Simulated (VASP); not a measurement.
Write the native input for VASP 6.6.1 that does the following.

| Quantity | Value |
| --- | --- |
| Task | relaxation of cell and atoms |
| Functional | PBE |
| Potentials or basis | VASP PAW PBE potentials, release 64 (Sc_sv, In_d, As) |
| Cutoff | 600 eV |
| k mesh | 4 × 4 × 1 |
| Occupations | gaussian, width 0.2 eV |
| Spin | no spin polarisation |
| Dipole correction | no |
| Further INCAR settings | ALGO = Fast; EDIFF = 1e-06; IBRION = 2; EDIFFG = -0.08; NSW = 36; ISIF = 3 |

The structure of ScIn3As lies in POSCAR:

```
ScIn3As
1.0
    3.8400000000      0.0000000000      0.0000000000
    0.0000000000      3.8400000000      0.0000000000
    0.0000000000      0.0000000000     16.0000000000
Sc In As
2 6 2
Direct
    0.0000000000      0.5000000000      0.9150000000
    0.5000000000      0.0000000000      0.0850000000
    0.5000000000      0.0000000000      0.3580000000
    0.5000000000      0.0000000000      0.5470000000
    0.0000000000      0.5000000000      0.2630000000
    0.5000000000      0.0000000000      0.7370000000
    0.0000000000      0.5000000000      0.6420000000
    0.0000000000      0.5000000000      0.4530000000
    0.5000000000      0.0000000000      0.9150000000
    0.0000000000      0.5000000000      0.0850000000
```

The input as run:

INCAR

```
SYSTEM = ScIn3As
PREC = Accurate
ENCUT = 600
EDIFF = 1E-6
ISMEAR = 0
SIGMA = 0.2
LREAL = .FALSE.
LASPH = .TRUE.
NELM = 60
ALGO = Fast
ISIF = 3
LWAVE = .FALSE.
LCHARG = .FALSE.
GGA = PE
IBRION = 2
NSW = 36
EDIFFG = -0.08
```

KPOINTS

```
Automatic mesh
0
G
  4 4 1
  0 0 0
```

Potentials or basis: VASP PAW PBE potentials, release 64 (Sc_sv, In_d, As).

The run is started by

```bash
$ cat potpaw_PBE.64/Sc_sv/POTCAR potpaw_PBE.64/In_d/POTCAR potpaw_PBE.64/As/POTCAR > POTCAR
$ mpirun -np 1 vasp_std > vasp.out
```

Results of the run:

```
Relaxed volume                        : 25.71 Å³/atom
Relaxed cell                          : a = 3.862 Å, b = 3.862 Å, c = 17.236 Å, α = 90.00°, β = 90.00°, γ = 90.00°
Space group after relaxing (to 0.1 Å) : P4/nmm (No. 129)
Energy gained by relaxing             : 85.8 meV/atom
Ionic steps                           : 20
Pressure after relaxing               : -0.1 GPa
Largest force after relaxing          : 0.056 eV/Å
Band gap on the k mesh                : zero (bands 55 and 56 overlap by 2.21 eV)
```

Caveat: the k points lie up to 0.41 Å⁻¹ apart in the final cell, too coarse for converged energies and pressures of a metal; spin-orbit coupling is left out, which moves the levels of the heavy elements; the relaxation stopped at a loose force limit of 0.08 eV/Å, so its end isn't a converged minimum.

It took 30 min on 1 thread of Intel(R) Xeon(R) 6975P-C (Granite Rapids) (shared host), peak memory 0.47 GiB.
